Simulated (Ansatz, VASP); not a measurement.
## P in VASP and in Ansatz

```xyz
4
Lattice="1.6255 -5.3912 0.0000 1.6255 5.3912 0.0000 0.0000 0.0000 4.4822" Properties=species:S:1:pos:R:3 pbc="T T T"
P     1.6255   -4.3576    2.6392
P     1.6255    4.3576    1.8430
P     1.6255   -1.0336    0.3981
P     1.6255    1.0336    4.0841
```

Alike in both runs: task single point; functional PBE; dispersion D3(BJ); k mesh 8 × 8 × 6; occupations fermi-dirac, width 0.05 eV; no spin polarisation.

|  | VASP | Ansatz |
| --- | --- | --- |
| version | VASP 6.6.1 | Ansatz 0.2.0 |
| potentials or method | VASP PAW PBE potentials, release 64 (P) | Ansatz PAW |
| plane-wave cutoff (eV) | 520 | 420 |
| valence electrons in the cell | 20 | 20 |

|  | VASP | Ansatz | Ansatz less VASP |
| --- | --- | --- | --- |
| gap on the k mesh at the Fermi level (eV) | 0.05 | 0.04 | -0.010 |
| least direct gap on the mesh (eV) | 0.05 | 0.04 | -0.010 |
| pressure (GPa) | 2.1 | 2.5 | +0.37 |
| traceless stress, the component that is largest in VASP (GPa) | 0.79 | 0.79 | +0.009 |
| rms of the force components (eV/Å) | 0.382 | 0.415 | +0.0331 |

Atom by atom the forces differ by 0.033 eV/Å (rms over components).
